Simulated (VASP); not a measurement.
Runs of VASP 6.6.1 on PtS2. The structure is that of space group P-3m1 (No. 164), or close to it. The cells are those of the table. 

| cell | gap on the mesh (eV) | pressure (GPa) | largest force (eV/Å) |
| --- | --- | --- | --- |
| a = 3.334, b = 3.334, c = 5.690 Å, angles 90.0, 90.0, 120.0°, 3 atoms | (d) | (c) | 1.25 |
| a = 3.740, b = 3.740, c = 4.521 Å, angles 90.0, 90.0, 120.0°, 3 atoms | none | -11.3 | 0.30 |
| a = 3.643, b = 3.643, c = 4.766 Å, angles 90.0, 90.0, 120.0°, 3 atoms | 0.10 | -8.5 | 0.46 |
| a = 3.486, b = 3.486, c = 5.205 Å, angles 90.0, 90.0, 120.0°, 3 atoms | 0.61 | -3.9 | (a) |
| a = 3.817, b = 3.817, c = 4.342 Å, angles 90.0, 90.0, 120.0°, 3 atoms | none | -13.4 | (b) |

Alike in all rows: task single point; level LDA; potentials or basis VASP PAW LDA potentials, release 64 (Pt, S); no spin polarisation; k mesh 12 × 12 × 8; cutoff (eV) 520; smearing gaussian 0.05 eV.

Problem. Estimate the missing entries.

Solution. (a) 0.84; (b) 0.23; (c) -0.7; (d) 0.68.

Caveats: spin-orbit coupling is left out, which moves the levels of the heavy elements; forces of over 1 eV/Å act on the atoms, so gaps and moduli don't describe the material at rest (some runs).

A k mesh can miss the band edges, and the runs leave out spin-orbit coupling on Pt.

A gap of «none» marks levels without a gap at the run's occupations.
